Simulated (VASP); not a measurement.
# Cu5Ni (P1) in VASP: single point with PBE

Aim: the single point of Cu5Ni with PBE.

Everything below comes from runs of VASP 6.6.1. Logs are shortened: lines on timing, memory, paths and dates and some standing lists are left out, and cuts for length are marked.

**1. The cell of the first run**

The typed cell holds 12 atoms: a = 2.556 Å, b = 4.399 Å, c = 12.520 Å, α = 90.04°, β = 90.01°, γ = 89.99°.

**2. Single point, PBE**

File INCAR:

```
SYSTEM = Cu5Ni
ALGO = Fast ; EDIFF = 1E-6
ENCUT = 520 ; GGA = PE
ISIF = 2 ; ISMEAR = 0
LASPH = .TRUE. ; LCHARG = .TRUE.
LELF = .TRUE. ; LREAL = .FALSE.
LVHAR = .TRUE. ; LWAVE = .FALSE.
NBANDS = 77 ; NELM = 100
PREC = Accurate ; SIGMA = 0.2
```

File KPOINTS:

```
k-points
0
G
  8 6 2
  0 0 0
```

File POSCAR:

```
Cu5Ni
1.0
    2.5560022041      0.0003228646     -0.0001687785
    0.0004077787      4.3985106633     -0.0016950613
   -0.0008384951     -0.0040366613     12.5197691021
Cu Ni
10 2
Direct
    0.0002137630      0.3354115180      0.8365733391
    0.5002245739      0.8354059491      0.8365731176
    0.5001951030      0.1689606378      0.6683673455
    1.0002219669      0.6689469006      0.6683656348
    0.0000009037      0.0000826400      0.4999945288
    0.5000168167      0.5000890471      0.4999885956
   -0.0002093477      0.3312374949      0.3316364930
    0.4997962904      0.8312320604      0.3316387420
    0.4997737657      0.1644199577      0.1634304201
    0.9998169219      0.6644246048      0.1634282521
   -0.0000259978     -0.0001056814     -0.0000037926
    0.4999752405      0.4998948709      0.0000073238
```

Potentials or basis: VASP PAW PBE potentials, release 64 (Cu, Ni).

The run is started by

```bash
> cat potpaw_PBE.64/Cu/POTCAR potpaw_PBE.64/Ni/POTCAR > POTCAR
> mpirun -np 1 vasp_std > vasp.out
```

OUTCAR:

```text
SYSTEM = Cu5Ni
   EDIFF = 1E-6
   ENCUT = 520
   GGA = PE
   ISIF = 2
   ISMEAR = 0
   LASPH = .TRUE.
   LREAL = .FALSE.
   NELM = 100
   PREC = Accurate

 ion  position               nearest neighbor table
   1  0.000  0.335  0.837-  12 2.52  12 2.52  11 2.52   2 2.54   2 2.54   2 2.54   2 2.54   4 2.57
                             3 2.57   3 2.57
   2  0.500  0.835  0.837-  11 2.52  11 2.52  12 2.52   1 2.54   1 2.54   1 2.54   1 2.54   3 2.57
                             4 2.57   4 2.57
   3  0.500  0.169  0.668-   4 2.54   4 2.54   4 2.54   4 2.54   6 2.56   2 2.57   1 2.57   1 2.57
                             5 2.57   5 2.57
   4  0.000  0.669  0.668-   3 2.54   3 2.54   3 2.54   3 2.54   5 2.56   1 2.57   2 2.57   2 2.57
                             6 2.57   6 2.57
   5  0.000  0.000  0.500-   6 2.54   6 2.54   6 2.54   6 2.54   7 2.56   4 2.56   8 2.57   3 2.57
                             8 2.57   3 2.57
   6  0.500  0.500  0.500-   5 2.54   5 2.54   5 2.54   5 2.54   8 2.56   3 2.56   7 2.57   4 2.57
                             7 2.57   4 2.57
   7  1.000  0.331  0.332-   8 2.54   8 2.54   8 2.54   8 2.54   5 2.56  10 2.57   9 2.57   9 2.57
                             6 2.57   6 2.57
   8  0.500  0.831  0.332-   7 2.54   7 2.54   7 2.54   7 2.54   6 2.56   9 2.57  10 2.57  10 2.57
                             5 2.57   5 2.57
   9  0.500  0.164  0.163-  11 2.52  11 2.52  12 2.52  10 2.54  10 2.54  10 2.54  10 2.54   8 2.57
                             7 2.57   7 2.57
  10  1.000  0.664  0.163-  12 2.52  12 2.52  11 2.52   9 2.54   9 2.54   9 2.54   9 2.54   7 2.57
                             8 2.57   8 2.57
  11  1.000  1.000  1.000-   2 2.52   9 2.52   2 2.52   9 2.52  10 2.52   1 2.52  12 2.54  12 2.54
                            12 2.54  12 2.54
  12  0.500  0.500  0.000-   1 2.52  10 2.52  10 2.52   1 2.52   9 2.52   2 2.52  11 2.54  11 2.54
                            11 2.54  11 2.54

  LATTYP: Found a triclinic cell.
 ALAT       =     4.3985110088
 B/A-ratio  =     3.4776051608
 C/A-ratio  =     0.5811062482
 COS(alpha) =     0.0000170809
 COS(beta)  =     0.0002190500
 COS(gamma) =     0.5745290934

  Lattice vectors:

 A1 = (   0.0004077787,   4.3985106633,  -0.0016950613)
 A2 = (  -0.0000229377,   8.7929846653,  12.5163789795)
 A3 = (   2.5560022041,   0.0003228646,  -0.0001687785)

Analysis of symmetry for initial positions (statically):
=====================================================================
 Subroutine PRICEL returns:
 Original cell was already a primitive cell.

 Routine SETGRP: Setting up the symmetry group for a
 triclinic supercell.

 Subroutine GETGRP returns: Found  1 space group operations
 (whereof  1 operations were pure point group operations)
 out of a pool of  2 trial point group operations.

The static configuration has the point symmetry C_1 .

Analysis of symmetry for dynamics (positions and initial velocities):
=====================================================================
 Subroutine PRICEL returns:
 Original cell was already a primitive cell.

 Routine SETGRP: Setting up the symmetry group for a
 triclinic supercell.

 Subroutine GETGRP returns: Found  1 space group operations
 (whereof  1 operations were pure point group operations)
 out of a pool of  2 trial point group operations.

The dynamic configuration has the point symmetry C_1 .

 Subroutine INISYM returns: Found  1 space group operations
 (whereof  1 operations are pure point group operations),
 and found     1 'primitive' translations

----------------------------------------------------------------------------------------

                                     Primitive cell

  volume of cell :     140.7548

  direct lattice vectors                    reciprocal lattice vectors
     2.556002204  0.000322865 -0.000168778     0.391235976 -0.000036261  0.000026191
     0.000407779  4.398510663 -0.001695061    -0.000028713  0.227349713  0.000073301
    -0.000838495 -0.004036661 12.519769102     0.000005270  0.000030781  0.079873688

  length of vectors
     2.556002230  4.398511009 12.519769781     0.391235978  0.227349726  0.079873694

  position of ions in fractional coordinates (direct lattice)
     0.000213763  0.335411518  0.836573339
     0.500224574  0.835405949  0.836573118
     0.500195103  0.168960638  0.668367346
     0.000221967  0.668946901  0.668365635
     0.000000904  0.000082640  0.499994529
     0.500016817  0.500089047  0.499988596
     0.999790652  0.331237495  0.331636493
     0.499796290  0.831232060  0.331638742
     0.499773766  0.164419958  0.163430420
     0.999816922  0.664424605  0.163428252
     0.999974002  0.999894319  0.999996207
     0.499975240  0.499894871  0.000007324

  ion indices of the primitive-cell ions
   primitive index   ion index
                 1           1
                 2           2
                 3           3
                 4           4
                 5           5
                 6           6
                 7           7
                 8           8
                 9           9
                10          10
                11          11
                12          12

----------------------------------------------------------------------------------------

 KPOINTS: k-points

Automatic generation of k-mesh.
 Grid dimensions read from file:
 generate k-points for:    8    6    2

 Generating k-lattice:

  Cartesian coordinates                     Fractional coordinates (reciprocal lattice)
     0.048904497 -0.000004533  0.000003274     0.125000000 -0.000000000  0.000000000
    -0.000004786  0.037891619  0.000012217    -0.000000000  0.166666667  0.000000000
     0.000002635  0.000015390  0.039936844    -0.000000000  0.000000000  0.500000000

  Length of vectors
     0.048904497  0.037891621  0.039936847

  Shift w.r.t. Gamma in fractional coordinates (k-lattice)
     0.000000000  0.000000000  0.000000000

 Subroutine IBZKPT returns following result:
 ===========================================

 Found     52 irreducible k-points:

 Following reciprocal coordinates:
            Coordinates               Weight
  0.000000  0.000000  0.000000      1.000000
  0.125000  0.000000 -0.000000      2.000000
  0.250000  0.000000 -0.000000      2.000000
  0.375000  0.000000 -0.000000      2.000000
  0.500000  0.000000 -0.000000      1.000000
  0.000000  0.166667  0.000000      2.000000
[... 16 lines left out ...]
  0.125000  0.500000 -0.000000      2.000000
  0.250000  0.500000 -0.000000      2.000000
 [... further k-points ...]
   k-points           NKPTS =     52   k-points in BZ     NKDIM =     52   number of bands    NBANDS=     77
   number of dos      NEDOS =    301   number of ions     NIONS =     12
   total plane-waves  NPLWV =  69120
   dimension x,y,z NGX =    20 NGY =   36 NGZ =   96
   dimension x,y,z NGXF=    40 NGYF=   72 NGZF=  192
   ions per type =              10   2
   NGX,Y,Z   is equivalent  to a cutoff of  13.01, 13.61, 12.75 a.u.
   NGXF,Y,Z  is equivalent  to a cutoff of  26.02, 27.21, 25.50 a.u.
 SYSTEM =  Cu5Ni
   PREC   = accura    normal or accurate (medium, high low for compatibility)
   ISTART =      0    job   : 0-new  1-cont  2-samecut
   ICHARG =      2    charge: 1-file 2-atom 10-const
   ISPIN  =      1    spin polarized calculation?
   LNONCOLLINEAR =      F non collinear calculations
   LSORBIT =      F    spin-orbit coupling
   LASPH  =      T    aspherical Exc in radial PAW
   ENCUT  =  520.0 eV  38.22 Ry    6.18 a.u.   4.75  8.18 23.28*2*pi/ulx,y,z
   NELM   =    100;   NELMIN=  2; NELMDL= -5     # of ELM steps
   EDIFF  = 0.1E-05   stopping-criterion for ELM
   LREAL  =      F    real-space projection
   EDIFFG = 0.1E-04   stopping-criterion for IOM
   NSW    =      0    number of steps for IOM
   IBRION =     -1    ionic relax: 0-MD 1-quasi-New 2-CG
   NFREE  =      0    steps in history (QN), initial steepest desc. (CG)
   ISIF   =      2    stress and relaxation
   ISYM   =      2    0-nonsym 1-usesym 2-fastsym
   POTIM  = 0.5000    time-step for ionic-motion
   TEBEG  =    0.0;   TEEND  =   0.0 temperature during run
   PSTRESS=    0.0 pullay stress
   NELECT =     130.0000    total number of electrons
   NUPDOWN=      -1.0000    fix difference up-down
   EMIN   =  10.00;   EMAX   =-10.00  energy-range for DOS
   EFERMI =   0.00;   METHOD = LEGACY
   ISMEAR =     0;   SIGMA  =   0.20  broadening in eV -4-tet -1-fermi 0-gaus
   EFERMI_NEDOS =   21; number of points for ismear=-14 and -15
   IALGO  =     68    algorithm
   IMIX   =      4    mixing-type and parameters
     AMIX     =   0.40;   BMIX     =  1.00
     AMIX_MAG =   1.60;   BMIX_MAG =  1.00
  volume/ion in A,a.u.               =      11.73        79.16
  Fermi-wavevector in a.u.,A,eV,Ry     =   1.594293  3.012778 34.582898  2.541771
  Thomas-Fermi vector in A             =   2.692390
   LORBIT       =      0    0 simple, 1 ext, 2 COOP (PROOUT), +10 PAW based schemes
   GGA     = PE    functional components
   LHFCALC =     F    Hartree Fock is set to
   AEXX    =    0.0000 exact exchange contribution
   IVDW    =     0    specifies the selected vdW correction
   LEPSILON=     F    determine dielectric tensor
   LRPA    =     F    only Hartree local field effects (RPA)
 non-spin polarized calculation
 RMM-DIIS sequential band-by-band and
 Gauss-broadening in eV      SIGMA  =   0.20
  energy-cutoff  :      520.00
  volume of cell :      140.75
 maximum number of plane-waves:      3836
   NGX =  9   NGY = 17   NGZ = 47

 number of electron     129.9999970 magnetization

 Free energy of the ion-electron system (eV)
  ---------------------------------------------------
  ext. energy  EPLUGINS =         0.00000000
  ---------------------------------------------------
  free energy    TOTEN  =       -48.21991262 eV

  energy without entropy =      -48.10190721  energy(sigma->0) =      -48.16090991

 E-fermi :   7.7055     XC(G=0): -12.7711

 val. band max:        7.6955300491   @ k =   0.5000   0.5000   0.5000
 cond. band min:       7.7178266859   @ k =  -0.2500   0.3333   0.5000
 fundamental gap:      0.0222966368
 Fermi energy:         7.7054694792

 k-point     1 :       0.0000    0.0000    0.0000
  band No.  band energies     occupation
      1      -1.5071      2.00000
      2      -0.5894      2.00000
      3      -0.3726      2.00000
      4       1.7955      2.00000
      5       1.9682      2.00000
      6       2.7543      2.00000
[... 69 lines left out ...]
     76      13.4114      0.00000
     77      15.2063      0.00000

 k-point     2 :       0.1250    0.0000   -0.0000
  band No.  band energies     occupation
      1      -1.1294      2.00000
      2      -0.2288      2.00000
      3      -0.0125      2.00000
      4       2.0948      2.00000
      5       2.2538      2.00000
      6       2.9748      2.00000
[... 69 lines left out ...]
     76      13.6168      0.00000
     77      15.3464      0.00000
[... 1678 lines left out ...]
     76      18.0839      0.00000
     77      18.3873      0.00000

 k-point    24 :       0.2500    0.5000   -0.0000
  band No.  band energies     occupation
      1       1.6645      2.00000
      2       1.6657      2.00000
      3       2.2251      2.00000
      4       2.2259      2.00000
      5       2.4012      2.00000
      6       2.4021      2.00000
[... 69 lines left out ...]
     76      15.7946      0.00000
     77      16.9330      0.00000

 [... further k-points ...]
[... 5 lines left out ...]
  --------------------------------------------------------------------------------------
  -------------------------------------------------------------------------------------
  Total        0.4844327      0.4893656      0.3234625     -0.0107270     -0.0316410      0.0029746
  in kB        5.5141797      5.5703290      3.6818950     -0.1221028     -0.3601622      0.0338594
  external PRESSURE =       4.9221346 kB  Pullay stress =       0.0000000 kB

 VOLUME and BASIS-vectors are now :
 -----------------------------------------------------------------------------
  energy-cutoff  :      520.00
  volume of cell :      140.75
      direct lattice vectors                 reciprocal lattice vectors
     2.556002204  0.000322865 -0.000168778     0.391235976 -0.000036261  0.000026191
     0.000407779  4.398510663 -0.001695061    -0.000028713  0.227349713  0.000073301
    -0.000838495 -0.004036661 12.519769102     0.000005270  0.000030781  0.079873688

 POSITION                                       TOTAL-FORCE (eV/Angst)
 -----------------------------------------------------------------------------------
     -0.00002      1.47193     10.47314        -0.000608     -0.001156     -0.002872
      1.27821      3.67133     10.47220        -0.000711     -0.001126     -0.003191
      1.27801      0.74064      8.36743        -0.000142     -0.001248     -0.000819
      0.00028      2.93967      8.36665        -0.000428     -0.000568     -0.000742
     -0.00042     -0.00165      6.25982         0.000050      0.000247      0.000723
      1.27783      2.19779      6.25881        -0.000108     -0.000190      0.001076
      2.55532      1.45594      4.15128         0.000341     -0.000521     -0.000103
      1.27754      3.65501      4.15055         0.000338     -0.000082     -0.000235
      1.27735      0.72270      2.04575         0.000761      0.002137      0.002935
      2.55567      2.92214      2.04479         0.000175      0.002196      0.003327
      2.55550      4.39433     12.51786         0.000127      0.000175      0.000587
      1.27814      2.19895     -0.00084         0.000206      0.000136     -0.000687
 -----------------------------------------------------------------------------------
    total drift:                                0.000013     -0.000069      0.000051

  FREE ENERGIE OF THE ION-ELECTRON SYSTEM (eV)
  ---------------------------------------------------
  free  energy   TOTEN  =       -48.2199126163 eV

  energy  without entropy=      -48.1019072103  energy(sigma->0) =      -48.16090991
```

Run time: 27 min. Hardware: 1 thread of Intel Xeon 8259CL, shared host; peak memory 0.53 GiB.

What came out:

```yaml
Free_energy: -48.2199 eV
Pressure: 0.5 GPa
Largest_force: 0.004 eV/Å
Band_gap_on_the_k_mesh: zero (band 65 reaches 10.05 eV, above the bottom of band 66 at 6.99 eV)
```

Forces in eV/Å, atoms in the order of the input:
```
Cu  -0.001 -0.001 -0.003
Cu  -0.001 -0.001 -0.003
Cu   0.000 -0.001 -0.001
Cu   0.000 -0.001 -0.001
Cu   0.000  0.000  0.001
Cu   0.000  0.000  0.001
Cu   0.000 -0.001  0.000
Cu   0.000  0.000  0.000
Cu   0.001  0.002  0.003
Cu   0.000  0.002  0.003
Ni   0.000  0.000  0.001
Ni   0.000  0.000 -0.001
```

Spin polarisation is off, so any magnetic state and its effect on volume and gap are missing.
